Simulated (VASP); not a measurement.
Crystal: Au.

```xyz
1
Lattice="-2.0233 2.0233 1.8906 2.0233 -2.0233 1.8906 2.0233 2.0233 -1.8906" Properties=species:S:1:pos:R:3 pbc="T T T"
Au    0.0000    0.0000    0.0000
```

* Program: VASP 6.6.1
* Task: relaxation of cell and atoms
* Functional: PBE
* Potentials or basis: VASP PAW PBE potentials, release 64 (Au)
* Cutoff: 600 eV
* k mesh: 8 × 8 × 8
* Occupations: gaussian, width 0.1 eV
* Spin: no spin polarisation

At the start: pressure -13.9 GPa; volume 30.96 Å³/atom.

Problem. How do energy, volume and symmetry change on relaxing?

Solution. Over 6 steps the energy falls by 1099.5 meV/atom and the volume is 18.07 Å³/atom (-41.6 %); space group I4/mmm (No. 139, to 0.1 Å) before and after.

The path:
| step | energy change (eV) | largest force (eV/Å) | pressure (GPa) | volume (Å³) |
| --- | --- | --- | --- | --- |
| 1 | 0.0000 | 0.0000 | -13.92 | 30.96 |
| 2 | -0.9953 | 0.0000 | -11.27 | 20.40 |
| 3 | -1.0955 | 0.0000 | 1.02 | 17.88 |
| 4 | -1.0956 | 0.0000 | -0.67 | 18.10 |
| 5 | -1.0975 | 0.0000 | -0.59 | 18.09 |
| 6 | -1.0995 | 0.0000 | -0.28 | 18.07 |

Final structure:
```cif
data_structure
_symmetry_space_group_name_H-M 'P 1'
_symmetry_Int_Tables_number 1
_cell_length_a 2.8730
_cell_length_b 2.8730
_cell_length_c 2.8730
_cell_angle_alpha 106.270
_cell_angle_beta 106.270
_cell_angle_gamma 116.083
_cell_volume 18.07
loop_
_atom_site_label
_atom_site_type_symbol
_atom_site_fract_x
_atom_site_fract_y
_atom_site_fract_z
_atom_site_occupancy
Au1 Au 0.00000 0.00000 0.00000 1
```

Caveat: the volume moved by over 15 % at a fixed basis, so the end points are rough.
